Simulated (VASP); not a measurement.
Mo, 1 atom in the cell. Symmetry: P6/mmm, No. 191, hexagonal system. The conventional cell has a = 2.506 Å, b = 2.506 Å, c = 3.044 Å, α = 90.00°, β = 90.00°, γ = 120.00°. Mo (site symmetry 6/mmm) has 8 Mo at 2.51 to 3.04 Å within 3.3 Å. This isn't the form of Mo at room conditions, which is bcc. This cell differs from its parent crystal: ratio of the length along z to the lengths across it x 1.3, volume and fractional coordinates fixed.

```yaml
Program: VASP 6.6.1
Task: single point
Functional: LDA
Potentials_or_basis: VASP PAW LDA potentials, release 64 (Mo_sv)
Cutoff: 520 eV
k_mesh: 24 × 24 × 20
Occupations: gaussian, width 0.15 eV
Spin: no spin polarisation
Dipole_correction: no
Further_INCAR_settings: ALGO = Fast; EDIFF = 1e-06; NBANDS = 13
```

Potentials or basis: VASP PAW LDA potentials, release 64 (Mo_sv).

Command:

```sh
$ cat potpaw_LDA.64/Mo_sv/POTCAR > POTCAR
$ mpirun -np 1 vasp_std > vasp.out
```

Hardware: 1 thread of Intel(R) Xeon(R) 6975P-C (Granite Rapids), with other jobs on the host.

Problem. Estimate the wall time of this run.

Solution. It took 40 s on 1 thread of Intel(R) Xeon(R) 6975P-C (Granite Rapids), on a shared host, peak memory 0.23 GiB. Counts: scf iterations 12, k points 671.
